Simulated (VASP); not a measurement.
# K (Im-3m) in VASP: a series of runs

The runs below take K through single point, relaxation of cell and atoms, with r2SCAN.

Everything below comes from runs of VASP 6.6.1. Logs are shortened: lines on timing, memory, paths and dates and some standing lists are left out, and cuts for length are marked.

**1. The cell of the first run**

It takes space group Im-3m (No. 229, cubic). Conventional cell: a = 5.351 Å, b = 5.351 Å, c = 5.351 Å, α = 90.00°, β = 90.00°, γ = 90.00°.

**2. Single point, r2SCAN**

POSCAR reads:

```
K
1.0
   -2.6753337662      2.6753337662      2.6753337662
    2.6753337662     -2.6753337662      2.6753337662
    2.6753337662      2.6753337662     -2.6753337662
K
1
Direct
    0.0000000000      0.0000000000      0.0000000000
```

INCAR.step1 reads:

```
SYSTEM = K
ALGO     = Normal         ! electronic algorithm
EDIFF    = 1E-5           ! SCF threshold, eV
ENCUT    = 550            ! plane-wave cutoff, eV
GGA      = PE             ! functional
GGA_COMPAT= .FALSE.      
ISMEAR   = -1             ! smearing method
LASPH    = .TRUE.         ! aspherical terms in the spheres
LCHARG   = .FALSE.        ! write CHGCAR
LREAL    = .FALSE.        ! projectors in reciprocal space
LWAVE    = .TRUE.         ! write WAVECAR
NBANDS   = 10             ! bands
NELM     = 120            ! most SCF steps
PREC     = Accurate       ! precision mode
SIGMA    = 0.1            ! smearing width, eV
```

INCAR.step2 reads:

```
SYSTEM = K
ALGO     = Normal         ! electronic algorithm
EDIFF    = 1E-6           ! SCF threshold, eV
ENCUT    = 550            ! plane-wave cutoff, eV
GGA_COMPAT= .FALSE.      
ISIF     = 2              ! what is computed and relaxed
ISMEAR   = -1             ! smearing method
ISTART   = 1            
LASPH    = .TRUE.         ! aspherical terms in the spheres
LCHARG   = .FALSE.        ! write CHGCAR
LMIXTAU  = .TRUE.       
LREAL    = .FALSE.        ! projectors in reciprocal space
LWAVE    = .FALSE.        ! write WAVECAR
METAGGA  = R2SCAN         ! meta-GGA
NBANDS   = 10             ! bands
NELM     = 120            ! most SCF steps
PREC     = Accurate       ! precision mode
SIGMA    = 0.1            ! smearing width, eV
```

KPOINTS reads:

```
k-points
0
G
  6 6 6
  0 0 0
```

Potentials or basis: VASP PAW PBE potentials, release 64 (K_sv).

Started as:

```bash
> cat potpaw_PBE.64/K_sv/POTCAR > POTCAR
> cp INCAR.step1 INCAR
> mpirun -np 1 vasp_std > vasp.out
> cp INCAR.step2 INCAR
> mpirun -np 1 vasp_std > vasp.out
```

OUTCAR:

```text
SYSTEM = K
   EDIFF = 1E-6
   ENCUT = 550
   ISIF = 2
   ISMEAR = -1
   ISTART = 1
   LASPH = .TRUE.
   LREAL = .FALSE.
   METAGGA = R2SCAN
   NELM = 120
   PREC = Accurate

 ion  position               nearest neighbor table
   1  0.000  0.000  0.000-

  LATTYP: Found a body centered cubic cell.
 ALAT       =     5.3506675324

  Lattice vectors:

 A1 = (  -2.6753337662,   2.6753337662,   2.6753337662)
 A2 = (   2.6753337662,  -2.6753337662,   2.6753337662)
 A3 = (   2.6753337662,   2.6753337662,  -2.6753337662)

Analysis of symmetry for initial positions (statically):
=====================================================================
 Subroutine PRICEL returns:
 Original cell was already a primitive cell.

 Routine SETGRP: Setting up the symmetry group for a
 body centered cubic supercell.

 Subroutine GETGRP returns: Found 48 space group operations
 (whereof 48 operations were pure point group operations)
 out of a pool of 48 trial point group operations.

The static configuration has the point symmetry O_h .

Analysis of symmetry for dynamics (positions and initial velocities):
=====================================================================
 Subroutine PRICEL returns:
 Original cell was already a primitive cell.

 Routine SETGRP: Setting up the symmetry group for a
 body centered cubic supercell.

 Subroutine GETGRP returns: Found 48 space group operations
 (whereof 48 operations were pure point group operations)
 out of a pool of 48 trial point group operations.

The dynamic configuration has the point symmetry O_h .

 Subroutine INISYM returns: Found 48 space group operations
 (whereof 48 operations are pure point group operations),
 and found     1 'primitive' translations

----------------------------------------------------------------------------------------

                                     Primitive cell

  volume of cell :      76.5939

  direct lattice vectors                    reciprocal lattice vectors
    -2.675333766  2.675333766  2.675333766     0.000000000  0.186892569  0.186892569
     2.675333766 -2.675333766  2.675333766     0.186892569  0.000000000  0.186892569
     2.675333766  2.675333766 -2.675333766     0.186892569  0.186892569  0.000000000

  length of vectors
     4.633814010  4.633814010  4.633814010     0.264306006  0.264306006  0.264306006

  position of ions in fractional coordinates (direct lattice)
     0.000000000  0.000000000  0.000000000
[... 69 lines left out ...]
   EDIFFG = 0.1E-04   stopping-criterion for IOM
   NSW    =      0    number of steps for IOM
   IBRION =     -1    ionic relax: 0-MD 1-quasi-New 2-CG
   NFREE  =      0    steps in history (QN), initial steepest desc. (CG)
   ISIF   =      2    stress and relaxation
   ISYM   =      2    0-nonsym 1-usesym 2-fastsym
   POTIM  = 0.5000    time-step for ionic-motion
   TEBEG  =    0.0;   TEEND  =   0.0 temperature during run
   PSTRESS=    0.0 pullay stress
   NELECT =       9.0000    total number of electrons
   NUPDOWN=      -1.0000    fix difference up-down
   EMIN   =  10.00;   EMAX   =-10.00  energy-range for DOS
   EFERMI =   0.00;   METHOD = LEGACY
   ISMEAR =    -1;   SIGMA  =   0.10  broadening in eV -4-tet -1-fermi 0-gaus
   EFERMI_NEDOS =   21; number of points for ismear=-14 and -15
   IALGO  =     38    algorithm
   IMIX   =      4    mixing-type and parameters
     AMIX     =   0.40;   BMIX     =  1.00
     AMIX_MAG =   1.60;   BMIX_MAG =  1.00
  volume/ion in A,a.u.               =      76.59       516.88
  Fermi-wavevector in a.u.,A,eV,Ry     =   0.801846  1.515269  8.747964  0.642957
  Thomas-Fermi vector in A             =   1.909411
   LORBIT       =      0    0 simple, 1 ext, 2 COOP (PROOUT), +10 PAW based schemes
   METAGGA = R2SCAN    functional components
   LHFCALC =     F    Hartree Fock is set to
   AEXX    =    0.0000 exact exchange contribution
   IVDW    =     0    specifies the selected vdW correction
   LEPSILON=     F    determine dielectric tensor
   LRPA    =     F    only Hartree local field effects (RPA)
 non-spin polarized calculation
  energy-cutoff  :      550.00
  volume of cell :       76.59
 maximum number of plane-waves:      2258
   NGX = 17   NGY = 17   NGZ = 17

 number of electron       9.0000000 magnetization

 Free energy of the ion-electron system (eV)
  ---------------------------------------------------
  ext. energy  EPLUGINS =         0.00000000
  ---------------------------------------------------
  free energy    TOTEN  =        -6.01605902 eV

  energy without entropy =       -5.98143540  energy(sigma->0) =       -5.99874721

 E-fermi :  -0.1435     XC(G=0):  -5.8045

 val. band max:       -0.4136901157   @ k =   0.1667   0.1667   0.1667
 cond. band min:      -0.1195227257   @ k =   0.3333   0.1667   0.0000
 fundamental gap:      0.2941673899
 Fermi energy:        -0.1435302578

 k-point     1 :       0.0000    0.0000    0.0000
  band No.  band energies     occupation
      1     -33.8330      2.00000
      2     -16.5073      2.00000
      3     -16.5073      2.00000
      4     -16.5073      2.00000
      5      -2.3967      2.00000
      6       4.5617      0.00000
      7       4.5618      0.00000
      8       4.5618      0.00000
      9       5.4999      0.00000
     10       5.4999      0.00000
[... 183 lines left out ...]
 k-point    16 :       0.5000    0.5000    0.5000
  band No.  band energies     occupation
      1     -33.8267      2.00000
      2     -16.5502      2.00000
      3     -16.5502      2.00000
      4     -16.5502      2.00000
      5       1.6495      0.00000
      6       1.6495      0.00000
      7       3.5115      0.00000
      8       3.5116      0.00000
      9       3.5116      0.00000
     10       6.0754      0.00000

------------------------ aborting loop because EDIFF is reached ----------------------------------------

  FORCE on cell =-STRESS in cart. coord.  units (eV):
  Direction    XX          YY          ZZ          XY          YZ          ZX
  --------------------------------------------------------------------------------------
  -------------------------------------------------------------------------------------
  Total        0.0013652      0.0013652      0.0013652     -0.0000000     -0.0000000      0.0000000
  in kB        0.0285570      0.0285570      0.0285570     -0.0000000     -0.0000000      0.0000000
  external PRESSURE =       0.0285570 kB  Pullay stress =       0.0000000 kB

 VOLUME and BASIS-vectors are now :
 -----------------------------------------------------------------------------
  energy-cutoff  :      550.00
  volume of cell :       76.59
      direct lattice vectors                 reciprocal lattice vectors
    -2.675333766  2.675333766  2.675333766     0.000000000  0.186892569  0.186892569
     2.675333766 -2.675333766  2.675333766     0.186892569  0.000000000  0.186892569
     2.675333766  2.675333766 -2.675333766     0.186892569  0.186892569  0.000000000

 POSITION                                       TOTAL-FORCE (eV/Angst)
 -----------------------------------------------------------------------------------
      0.00000      0.00000      0.00000         0.000000      0.000000     -0.000000
 -----------------------------------------------------------------------------------
    total drift:                               -0.000000     -0.000000      0.000000

  FREE ENERGIE OF THE ION-ELECTRON SYSTEM (eV)
  ---------------------------------------------------
  free  energy   TOTEN  =        -6.0160590247 eV

  energy  without entropy=       -5.9814354031  energy(sigma->0) =       -5.99874721
```

OUTCAR.step1:

```text
SYSTEM = K
   EDIFF = 1E-5
   ENCUT = 550
   GGA = PE
   ISMEAR = -1
[... 412 lines left out ...]

 POSITION                                       TOTAL-FORCE (eV/Angst)
 -----------------------------------------------------------------------------------
      0.00000      0.00000      0.00000        -0.000000      0.000000     -0.000000
 -----------------------------------------------------------------------------------
    total drift:                               -0.000000     -0.000000      0.000000

  FREE ENERGIE OF THE ION-ELECTRON SYSTEM (eV)
  ---------------------------------------------------
  free  energy   TOTEN  =        -1.0516573164 eV

  energy  without entropy=       -1.0161651796  energy(sigma->0) =       -1.03391125
```

Run time: 71 s. Hardware: 1 thread of Oxide Virtual Turin-like, shared host; peak memory 0.18 GiB.

Results:

| Item | Value |
| --- | --- |
| Free energy | -6.0161 eV |
| Pressure | 0.0 GPa |
| Band gap on the k mesh | zero (an odd number of electrons rules out a gap without spin polarisation) |

Levels at points of the mesh, in eV from the Fermi level:
| k point | band 1 | band 2 | band 3 | band 4 | band 5 | band 6 | band 7 | band 8 | band 9 |
| --- | --- | --- | --- | --- | --- | --- | --- | --- | --- |
| (0.00, 0.00, 0.00) | -33.69 | -16.36 | -16.36 | -16.36 | -2.25 | 4.71 | 4.71 | 4.71 | 5.64 |
| (0.50, 0.00, 0.00) | -33.69 | -16.42 | -16.38 | -16.36 | 0.56 | 0.61 | 3.47 | 5.34 | 6.20 |
| (0.50, 0.50, 0.50) | -33.68 | -16.41 | -16.41 | -16.41 | 1.79 | 1.79 | 3.66 | 3.66 | 3.66 |

Caveat: the PAW data sets were made with another functional, which shifts forces and pressure a little.

**3. Relaxation of cell and atoms, r2SCAN**

This run uses another cell than the first one, of 71.32 Å³/atom.

POSCAR reads:

```
K
1.0
   -2.6125000000      2.6125000000      2.6125000000
    2.6125000000     -2.6125000000      2.6125000000
    2.6125000000      2.6125000000     -2.6125000000
K
1
Direct
    0.0000000000      0.0000000000      0.0000000000
```

INCAR.step1 reads:

```
SYSTEM = K
  ALGO = Normal
  EDIFF = 1E-5
  EDIFFG = -0.005
  ENCUT = 550
  GGA = PE
  GGA_COMPAT = .False.
  IBRION = 2
  ISIF = 3
  ISMEAR = -1
  LASPH = .True.
  LCHARG = .False.
  LREAL = .False.
  LWAVE = .True.
  NELM = 120
  NELMIN = 4
  NSW = 100
  PREC = Accurate
  SIGMA = 0.1
```

INCAR.step2 reads:

```
SYSTEM = K
  ALGO = Normal
  EDIFF = 1E-7
  EDIFFG = -0.03
  ENCUT = 550
  GGA_COMPAT = .False.
  IBRION = 2
  ISIF = 3
  ISMEAR = -1
  ISTART = 1
  LASPH = .True.
  LCHARG = .False.
  LMIXTAU = .True.
  LREAL = .False.
  LWAVE = .False.
  METAGGA = R2SCAN
  NELM = 120
  NELMIN = 4
  NSW = 60
  PREC = Accurate
  SIGMA = 0.1
```

KPOINTS reads:

```
k-points
0
Gamma
  6 6 6
  0 0 0
```

Potentials or basis: VASP PAW PBE potentials, release 64 (K_sv).

Started as:

```bash
> cat potpaw_PBE.64/K_sv/POTCAR > POTCAR
> cp INCAR.step1 INCAR
> mpirun -np 1 vasp_std > vasp.out
> cp INCAR.step2 INCAR
> mpirun -np 1 vasp_std > vasp.out
```

Wall time 5.6 min (1 thread of Oxide Virtual Turin-like, shared host); peak memory 0.19 GiB.

It converged, with:

- Free energy: -6.0152 eV
- Relaxed volume: 76.82 Å³/atom
- Relaxed cell: a = 4.638 Å, b = 4.638 Å, c = 4.638 Å, α = 109.47°, β = 109.47°, γ = 109.47°
- Space group after relaxing (to 0.1 Å): Im-3m (No. 229)
- Energy gained by relaxing: 4.6 meV/atom
- Ionic steps: 3
- Pressure after relaxing: 0.0 GPa
- Band gap on the k mesh: zero (an odd number of electrons rules out a gap without spin polarisation)

The path:
| step | energy change (eV) | largest force (eV/Å) | pressure (GPa) | volume (Å³) |
| --- | --- | --- | --- | --- |
| 1 | 0.0000 | 0.0000 | 0.29 | 71.32 |
| 2 | -0.0021 | 0.0000 | 0.22 | 72.67 |
| 3 | -0.0046 | 0.0000 | 0.00 | 76.82 |

Final structure:
```yaml
crystal:
  lattice:
    - [-2.67791, 2.67791, 2.67791]
    - [2.67791, -2.67791, 2.67791]
    - [2.67791, 2.67791, -2.67791]
  atoms:
    - { symbol: K, position: [0.00000, 0.00000, 0.00000] }
```

Levels at points of the mesh, in eV from the Fermi level:
| k point | band 2 | band 3 | band 4 | band 5 | band 6 | band 7 |
| --- | --- | --- | --- | --- | --- | --- |
| (0.00, 0.00, 0.00) | -16.37 | -16.37 | -16.37 | -2.25 | 4.70 | 4.70 |
| (0.50, 0.00, 0.00) | -16.42 | -16.38 | -16.37 | 0.56 | 0.61 | 3.47 |
| (0.50, 0.50, 0.50) | -16.41 | -16.41 | -16.41 | 1.80 | 1.80 | 3.65 |

Caveat: the PAW data sets were made with another functional, which shifts forces and pressure a little. Zero-point motion and thermal expansion aren't in these numbers.

The gap in the log of VASP goes by the Fermi energy; the results here count the filled bands.